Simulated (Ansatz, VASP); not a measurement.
Si: VASP beside Ansatz

```
CELL_PARAMETERS angstrom
-1.58026 1.58026 1.58026
1.58026 -1.58026 1.58026
1.58026 1.58026 -1.58026
ATOMIC_POSITIONS crystal
Si 0.00000 0.00000 0.00000
```

Alike in both runs: task single point; functional LDA; k mesh 16 × 16 × 16; occupations fermi-dirac, width 0.1 eV; no spin polarisation.

|  | VASP | Ansatz |
| --- | --- | --- |
| version | VASP 6.6.1 | Ansatz 0.2.0 |
| potentials or method | VASP PAW LDA potentials, release 64 (Si), cutoff 520 eV | plane waves (420 eV) with PAW, scalar-relativistic |
| valence electrons in the cell | 4 | 4 |

|  | VASP | Ansatz | Ansatz less VASP |
| --- | --- | --- | --- |
| pressure (GPa) | -8.9 | -9.0 | -0.04 |

Ansatz warns that its potentials were made for another functional, while VASP's fit it. LDA's correlation is that of Perdew and Zunger in VASP and of Perdew and Wang (1992) in Ansatz.
